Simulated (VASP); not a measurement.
The system is ZnCu.

```xyz
2
Lattice="2.9206 0.0000 0.0000 0.0000 2.9206 0.0000 0.0000 0.0000 2.9206" Properties=species:S:1:pos:R:3 pbc="T T T"
Zn    1.4603    1.4603    1.4603
Cu    0.0000    0.0000    0.0000
```

```yaml
Program: VASP 6.6.1
Task: relaxation of cell and atoms
Functional: PBE
Potentials_or_basis: VASP PAW PBE potentials, release 64 (Zn, Cu)
Cutoff: 600 eV
k_mesh: 14 × 14 × 14
Occupations: gaussian, width 0.1 eV
Spin: no spin polarisation
```

At the start: pressure 6.2 GPa; volume 12.46 Å³/atom.

Question: How do energy, volume and symmetry change on relaxing?

Answer: Over 3 steps the energy falls by 11.3 meV/atom and the volume is 13.07 Å³/atom (+4.9 %); space group Pm-3m (No. 221, to 0.1 Å) before and after.

The path:
```tsv
step	energy change (eV)	largest force (eV/Å)	pressure (GPa)	volume (Å³)
1	0.0000	0.0000	6.22	24.91
2	-0.0187	0.0000	-2.19	26.70
3	-0.0226	0.0000	0.00	26.14
```

Final structure:
```yaml
crystal:
  lattice:
    - [2.96778, 0.00000, 0.00000]
    - [0.00000, 2.96778, 0.00000]
    - [0.00000, 0.00000, 2.96778]
  atoms:
    - { symbol: Zn, position: [0.50000, 0.50000, 0.50000] }
    - { symbol: Cu, position: [0.00000, 0.00000, 0.00000] }
```
